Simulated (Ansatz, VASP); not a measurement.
Na: VASP beside Ansatz

```
Na
1.0
     0.00000   -3.62051    0.00000
    -3.62051    0.00000    0.00000
     0.00000    0.00000   -5.08416
Na
2
Cartesian
  -2.0080 -1.8103 -2.8461
  0.1977 0.0000 0.3040
```

Change from the starting cell: mode 4 frozen in at -0.198 Å and mode 6 at -0.304 Å (largest displacements).

Alike in both runs: task single point; functional LDA; k mesh 12 × 12 × 10; occupations gaussian, width 0.15 eV; no spin polarisation.

```csv
,VASP,Ansatz
version,VASP 6.6.1,Ansatz 0.2.0
potentials or method,"VASP PAW LDA potentials, release 64 (Na_pv), cutoff 520 eV","scalar-relativistic, plane waves, PAW"
valence electrons in the cell,14,18
```

VASP gave:

| Property | Result |
| --- | --- |
| gap on the k mesh at the Fermi level (eV) | none |
| pressure (GPa) | 1.0 |
| traceless stress, the component that is largest in VASP (GPa) | 0.80 |
| rms of the force components (eV/Å) | 0.361 |

Estimate Ansatz's values.

gap on the k mesh at the Fermi level (eV): none; pressure (GPa): 1.0; traceless stress, the component that is largest in VASP (GPa): 0.80; rms of the force components (eV/Å): 0.360.

LDA's correlation is that of Perdew and Zunger in VASP and of Perdew and Wang (1992) in Ansatz. Atom by atom the forces differ by 0.001 eV/Å (rms over components). A gap of «none» marks a metal or a gap that the smearing closes. VASP's potentials hold 14 valence electrons a cell and Ansatz's 18, so a difference there can come from the potentials and not from the codes.
